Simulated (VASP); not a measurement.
A run of VASP 6.6.1 is set up as follows.

INCAR

```
PREC = Accurate
ENCUT = 910
EDIFF = 1E-6
ISMEAR = 0
SIGMA = 0.05
LREAL = False
LASPH = True
NELM = 120
ALGO = Normal
ISIF = 2
LWAVE = False
LCHARG = True
GGA = CA
LELF = True
LVHAR = True
NBANDS = 28
GGA_COMPAT = False
```

Contents of KPOINTS:

```
Automatic mesh
0
Gamma
  8 8 6
```

The input POSCAR:

```
PbO
1.0
    3.9744000000      0.0000000000      0.0000000000
    0.0000000000      3.9744000000      0.0000000000
    0.0000000000      0.0000000000      5.0220000000
Pb O
2 2
Direct
    0.0000000000      0.5000000000      0.2351000000
    0.5000000000      0.0000000000      0.7649000000
    0.0000000000      0.0000000000      0.0000000000
    0.5000000000      0.5000000000      0.0000000000
```

Potentials or basis: VASP PAW LDA potentials, release 64 (Pb_d, O_h).

Run with:

```bash
$ cat potpaw_LDA.64/Pb_d/POTCAR potpaw_LDA.64/O_h/POTCAR > POTCAR
$ mpirun -np 1 vasp_std > vasp.out
```

Question: What does it give for the largest force?

Answer: 0.103 eV/Å.

Question: What does it give for the pressure?

Answer: -1.7 GPa.

Stress tensor (GPa, compression positive):
```
-1.90  0.00  0.00
 0.00 -1.90  0.00
 0.00  0.00 -1.40
```

Caveat: the cutoff is under 1.25 times the usual one of these potentials, so pressure, stress and relaxed cells hold a basis-set (Pulay) error.
